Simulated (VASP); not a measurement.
# HoSbTe3 (P4/mmm) in VASP: a series of runs, part 2 of 2

VASP 6.6.1.

## (3) Single point, PBE

This run uses another cell than the first one, of 35.16 Å³/atom.

INCAR

```
SYSTEM = HoSbTe3
ALGO = Normal
EDIFF = 1E-6
ENCUT = 500
GGA = PE
GGA_COMPAT = .FALSE.
ISIF = 2
ISMEAR = 0
LASPH = .TRUE.
LCHARG = .FALSE.
LMAXMIX = 6
LREAL = .FALSE.
LWAVE = .FALSE.
NBANDS = 24
NELM = 200
PREC = Accurate
SIGMA = 0.1
```

KPOINTS

```
k-points
0
G
  4 4 2
  0 0 0
```

POSCAR

```
HoSbTe3
1.0
    4.1853774819      0.0000000000      0.0000000000
    0.0000000000      4.1853774819      0.0000000000
    0.0000000000      0.0000000000     10.0347189910
Ho Sb Te
1 1 3
Direct
    0.0000000000      0.0000000000      0.5000000000
    0.0000000000      0.0000000000      0.0000000000
    0.5000000000      0.5000000000      0.1461789802
    0.5000000000      0.5000000000      0.8538210198
    0.5000000000      0.5000000000      0.5000000000
```

Potentials or basis: VASP PAW PBE potentials, release 64 (Ho_3, Sb, Te), 4f in core.

The run is started by

```sh
cat potpaw_PBE.64/Ho_3/POTCAR potpaw_PBE.64/Sb/POTCAR potpaw_PBE.64/Te/POTCAR > POTCAR
mpirun -np 1 vasp_std > vasp.out
```

OUTCAR:

```text
SYSTEM = HoSbTe3
   EDIFF = 1E-6
   ENCUT = 500
   GGA = PE
   ISIF = 2
   ISMEAR = 0
   LASPH = .TRUE.
   LREAL = .FALSE.
   NELM = 200
   PREC = Accurate

 ion  position               nearest neighbor table
   1  0.000  0.000  0.500-   5 2.96   5 2.96   5 2.96   5 2.96
   2  0.000  0.000  0.000-   3 3.30   4 3.30   3 3.30   4 3.30   3 3.30   4 3.30   3 3.30   4 3.30

   3  0.500  0.500  0.146-   4 2.93   2 3.30   2 3.30   2 3.30   2 3.30   5 3.55
   4  0.500  0.500  0.854-   3 2.93   2 3.30   2 3.30   2 3.30   2 3.30   5 3.55
   5  0.500  0.500  0.500-   1 2.96   1 2.96   1 2.96   1 2.96   4 3.55   3 3.55

  LATTYP: Found a simple tetragonal cell.
 ALAT       =     4.1853774819
 C/A-ratio  =     2.3975660581

  Lattice vectors:

 A1 = (   4.1853774819,   0.0000000000,   0.0000000000)
 A2 = (   0.0000000000,   4.1853774819,   0.0000000000)
 A3 = (   0.0000000000,   0.0000000000,  10.0347189910)

Analysis of symmetry for initial positions (statically):
=====================================================================
 Subroutine PRICEL returns:
 Original cell was already a primitive cell.

 Routine SETGRP: Setting up the symmetry group for a
 simple tetragonal supercell.

 Subroutine GETGRP returns: Found 16 space group operations
 (whereof 16 operations were pure point group operations)
 out of a pool of 16 trial point group operations.

The static configuration has the point symmetry D_4h.

Analysis of symmetry for dynamics (positions and initial velocities):
=====================================================================
 Subroutine PRICEL returns:
 Original cell was already a primitive cell.

 Routine SETGRP: Setting up the symmetry group for a
 simple tetragonal supercell.

 Subroutine GETGRP returns: Found 16 space group operations
 (whereof 16 operations were pure point group operations)
 out of a pool of 16 trial point group operations.

The dynamic configuration has the point symmetry D_4h.

 Subroutine INISYM returns: Found 16 space group operations
 (whereof 16 operations are pure point group operations),
 and found     1 'primitive' translations

----------------------------------------------------------------------------------------

                                     Primitive cell

  volume of cell :     175.7820

  direct lattice vectors                    reciprocal lattice vectors
     4.185377482  0.000000000  0.000000000     0.238927075  0.000000000  0.000000000
     0.000000000  4.185377482  0.000000000     0.000000000  0.238927075  0.000000000
     0.000000000  0.000000000 10.034718991     0.000000000  0.000000000  0.099654011

  length of vectors
     4.185377482  4.185377482 10.034718991     0.238927075  0.238927075  0.099654011

  position of ions in fractional coordinates (direct lattice)
     0.000000000  0.000000000  0.500000000
     0.000000000  0.000000000  0.000000000
     0.500000000  0.500000000  0.146178980
     0.500000000  0.500000000  0.853821020
     0.500000000  0.500000000  0.500000000

  ion indices of the primitive-cell ions
   primitive index   ion index
                 1           1
                 2           2
                 3           3
                 4           4
                 5           5

----------------------------------------------------------------------------------------

 KPOINTS: k-points

Automatic generation of k-mesh.
 Grid dimensions read from file:
 generate k-points for:    4    4    2

 Generating k-lattice:

  Cartesian coordinates                     Fractional coordinates (reciprocal lattice)
     0.059731769  0.000000000  0.000000000     0.250000000  0.000000000  0.000000000
     0.000000000  0.059731769  0.000000000     0.000000000  0.250000000  0.000000000
     0.000000000  0.000000000  0.049827006     0.000000000  0.000000000  0.500000000

  Length of vectors
     0.059731769  0.059731769  0.049827006

  Shift w.r.t. Gamma in fractional coordinates (k-lattice)
     0.000000000  0.000000000  0.000000000

 Subroutine IBZKPT returns following result:
 ===========================================

 Found     12 irreducible k-points:

 Following reciprocal coordinates:
            Coordinates               Weight
  0.000000  0.000000  0.000000      1.000000
  0.250000  0.000000  0.000000      4.000000
  0.500000  0.000000  0.000000      2.000000
  0.250000  0.250000  0.000000      4.000000
  0.500000  0.250000  0.000000      4.000000
  0.500000  0.500000  0.000000      1.000000
  0.000000  0.000000  0.500000      1.000000
  0.250000  0.000000  0.500000      4.000000
  0.500000  0.000000  0.500000      2.000000
  0.250000  0.250000  0.500000      4.000000
  0.500000  0.250000  0.500000      4.000000
  0.500000  0.500000  0.500000      1.000000
   k-points           NKPTS =     12   k-points in BZ     NKDIM =     12   number of bands    NBANDS=     24
   number of dos      NEDOS =    301   number of ions     NIONS =      5
   total plane-waves  NPLWV =  81920
   dimension x,y,z NGX =    32 NGY =   32 NGZ =   80
   dimension x,y,z NGXF=    64 NGYF=   64 NGZF=  160
   ions per type =               1   1   3
   NGX,Y,Z   is equivalent  to a cutoff of  12.71, 12.71, 13.25 a.u.
   NGXF,Y,Z  is equivalent  to a cutoff of  25.42, 25.42, 26.51 a.u.
 SYSTEM =  HoSbTe3
   PREC   = accura    normal or accurate (medium, high low for compatibility)
   ISTART =      0    job   : 0-new  1-cont  2-samecut
   ICHARG =      2    charge: 1-file 2-atom 10-const
   ISPIN  =      1    spin polarized calculation?
   LNONCOLLINEAR =      F non collinear calculations
   LSORBIT =      F    spin-orbit coupling
   LASPH  =      T    aspherical Exc in radial PAW
   ENCUT  =  500.0 eV  36.75 Ry    6.06 a.u.   7.63  7.63 18.30*2*pi/ulx,y,z
   NELM   =    200;   NELMIN=  2; NELMDL= -5     # of ELM steps
   EDIFF  = 0.1E-05   stopping-criterion for ELM
   LREAL  =      F    real-space projection
[... 7 lines left out ...]
   TEBEG  =    0.0;   TEEND  =   0.0 temperature during run
   PSTRESS=    0.0 pullay stress
   NELECT =      32.0000    total number of electrons
   NUPDOWN=      -1.0000    fix difference up-down
   EMIN   =  10.00;   EMAX   =-10.00  energy-range for DOS
   EFERMI =   0.00;   METHOD = LEGACY
   ISMEAR =     0;   SIGMA  =   0.10  broadening in eV -4-tet -1-fermi 0-gaus
   EFERMI_NEDOS =   21; number of points for ismear=-14 and -15
   IALGO  =     38    algorithm
   IMIX   =      4    mixing-type and parameters
     AMIX     =   0.40;   BMIX     =  1.00
     AMIX_MAG =   1.60;   BMIX_MAG =  1.00
  volume/ion in A,a.u.               =      35.16       237.25
  Fermi-wavevector in a.u.,A,eV,Ry     =   0.927826  1.753337 11.712733  0.860862
  Thomas-Fermi vector in A             =   2.053938
   LORBIT       =      0    0 simple, 1 ext, 2 COOP (PROOUT), +10 PAW based schemes
   GGA     = PE    functional components
   LHFCALC =     F    Hartree Fock is set to
   AEXX    =    0.0000 exact exchange contribution
   IVDW    =     0    specifies the selected vdW correction
   LEPSILON=     F    determine dielectric tensor
   LRPA    =     F    only Hartree local field effects (RPA)
 non-spin polarized calculation
 Gauss-broadening in eV      SIGMA  =   0.10
  energy-cutoff  :      500.00
  volume of cell :      175.78
 maximum number of plane-waves:      4485
 NGX is ok and might be reduce to    32
   NGX = 15   NGY = 15   NGZ = 37

 number of electron      32.0000000 magnetization

 Free energy of the ion-electron system (eV)
  ---------------------------------------------------
  ext. energy  EPLUGINS =         0.00000000
  ---------------------------------------------------
  free energy    TOTEN  =       -18.58886235 eV

  energy without entropy =      -18.56621258  energy(sigma->0) =      -18.57753746

 E-fermi :   5.4119     XC(G=0):  -8.9089

 val. band max:        5.3676526368   @ k =   0.2500   0.0000   0.0000
 cond. band min:       5.4675670741   @ k =   0.2500   0.0000   0.5000
 fundamental gap:      0.0999144373
 Fermi energy:         5.4119303866

 k-point     1 :       0.0000    0.0000    0.0000
  band No.  band energies     occupation
      1     -20.4209      2.00000
      2     -20.2003      2.00000
      3     -20.2003      2.00000
      4      -7.7255      2.00000
      5      -7.0685      2.00000
      6      -5.3678      2.00000
[... 313 lines left out ...]
     23       7.7052      0.00000
     24       8.2969      0.00000

------------------------ aborting loop because EDIFF is reached ----------------------------------------

  FORCE on cell =-STRESS in cart. coord.  units (eV):
  Direction    XX          YY          ZZ          XY          YZ          ZX
  --------------------------------------------------------------------------------------
  -------------------------------------------------------------------------------------
  Total        0.1262463      0.1262463      0.1730153      0.0000000      0.0000000      0.0000000
  in kB        1.1506801      1.1506801      1.5769601      0.0000000      0.0000000      0.0000000
  external PRESSURE =       1.2927735 kB  Pullay stress =       0.0000000 kB

 VOLUME and BASIS-vectors are now :
 -----------------------------------------------------------------------------
  energy-cutoff  :      500.00
  volume of cell :      175.78
      direct lattice vectors                 reciprocal lattice vectors
     4.185377482  0.000000000  0.000000000     0.238927075  0.000000000  0.000000000
     0.000000000  4.185377482  0.000000000     0.000000000  0.238927075  0.000000000
     0.000000000  0.000000000 10.034718991     0.000000000  0.000000000  0.099654011

 POSITION                                       TOTAL-FORCE (eV/Angst)
 -----------------------------------------------------------------------------------
      0.00000      0.00000      5.01736         0.000000     -0.000000      0.000000
      0.00000      0.00000      0.00000         0.000000     -0.000000      0.000000
      2.09269      2.09269      1.46686         0.000000      0.000000     -0.042048
      2.09269      2.09269      8.56785         0.000000     -0.000000      0.042048
      2.09269      2.09269      5.01736         0.000000     -0.000000      0.000000
 -----------------------------------------------------------------------------------
    total drift:                                0.000000     -0.000000      0.000000

  FREE ENERGIE OF THE ION-ELECTRON SYSTEM (eV)
  ---------------------------------------------------
  free  energy   TOTEN  =       -18.5888623491 eV

  energy  without entropy=      -18.5662125760  energy(sigma->0) =      -18.57753746
```

OSZICAR:

```text
N       E                     dE             d eps       ncg     rms          rms(c)
DAV:   1     0.182850029639E+03    0.18285E+03   -0.11363E+04   584   0.106E+03
DAV:   2    -0.453149986675E+00   -0.18330E+03   -0.17313E+03   896   0.303E+02
DAV:   3    -0.180643000706E+02   -0.17611E+02   -0.16570E+02   872   0.695E+01
DAV:   4    -0.189419966456E+02   -0.87770E+00   -0.86447E+00   744   0.139E+01
DAV:   5    -0.189853772054E+02   -0.43381E-01   -0.43153E-01   976   0.422E+00    0.197E+01
DAV:   6    -0.186355357137E+02    0.34984E+00   -0.43931E-01   936   0.366E+00    0.124E+01
DAV:   7    -0.186075551092E+02    0.27981E-01   -0.40341E-01   968   0.361E+00    0.958E-01
DAV:   8    -0.185887633067E+02    0.18792E-01   -0.73372E-02   928   0.153E+00    0.498E-01
DAV:   9    -0.185887292860E+02    0.34021E-04   -0.45398E-03   808   0.338E-01    0.168E-01
DAV:  10    -0.185887870937E+02   -0.57808E-04   -0.67110E-04   752   0.142E-01    0.695E-02
DAV:  11    -0.185888400992E+02   -0.53005E-04   -0.10007E-04   832   0.605E-02    0.322E-02
DAV:  12    -0.185888597679E+02   -0.19669E-04   -0.24566E-05   880   0.273E-02    0.999E-03
DAV:  13    -0.185888621157E+02   -0.23478E-05   -0.29764E-06   680   0.920E-03    0.496E-03
DAV:  14    -0.185888623491E+02   -0.23341E-06   -0.91434E-07   584   0.598E-03
   1 F= -.18588862E+02 E0= -.18577537E+02  d E =-.226498E-01
```

stdout:

```text
POSCAR found type information on POSCAR HoSbTe
 POSCAR found :  3 types and       5 ions
 scaLAPACK will be used
 LDA part: xc-table for (Slater+PW92), standard interpolation
 POSCAR, INCAR and KPOINTS ok, starting setup
 FFT: planning ... GRIDC
 FFT: planning ... GRID_SOFT
 FFT: planning ... GRID
 WAVECAR not read
 entering main loop
```

Run time: 79 s. Hardware: 1 thread of Intel Xeon Platinum 8375C at 2.90GHz (Ice Lake), shared host; peak memory 0.28 GiB.

Results:

- Free energy: -18.5889 eV
- Pressure: 0.1 GPa
- Largest force: 0.042 eV/Å
- Band gap on the k mesh: zero (bands 16 and 17 overlap by 1.03 eV)

Forces on the atoms (eV/Å):
```
Ho   0.000  0.000  0.000
Sb   0.000  0.000  0.000
Te   0.000  0.000 -0.042
Te   0.000  0.000  0.042
Te   0.000  0.000  0.000
```

Levels at points of the mesh, in eV from the Fermi level:
```
           k point  band 12  band 13  band 14  band 15  band 16  band 17  band 18  band 19  band 20  band 21
(0.00, 0.00, 0.00)    -2.22    -2.22    -1.34    -0.72    -0.68    -0.68     0.58     0.86     1.46     1.46
(0.50, 0.00, 0.00)    -3.73    -1.79    -1.65    -0.30    -0.25    -0.21     0.74     1.28     1.53     1.64
(0.50, 0.50, 0.00)    -3.44    -2.83    -2.59    -2.59    -1.34     0.11     0.11     0.51     1.62     1.80
(0.00, 0.00, 0.50)    -2.30    -1.77    -1.34    -1.18    -0.60    -0.53    -0.53     0.86     1.27     1.27
(0.50, 0.00, 0.50)    -2.30    -1.87    -1.68    -0.30    -0.20    -0.07     0.23     0.80     1.65     1.73
(0.50, 0.50, 0.50)    -4.09    -2.35    -2.35    -1.43    -1.21    -0.36    -0.36     0.63     0.88     1.66
```

Caveat: the k points lie up to 0.38 Å⁻¹ apart, too coarse for converged energies and pressures of a metal; spin-orbit coupling is left out, which moves the levels of the heavy elements; this functional lacks dispersion, which binds layers or chains, so the pressure and a relaxed spacing across them are unreliable; the 4f electrons are frozen in the core, so they carry no moment and show no levels. Spin polarisation is off, so any magnetic state and its effect on volume and gap are missing.

The gap in the log of VASP goes by the Fermi energy; the results here count the filled bands.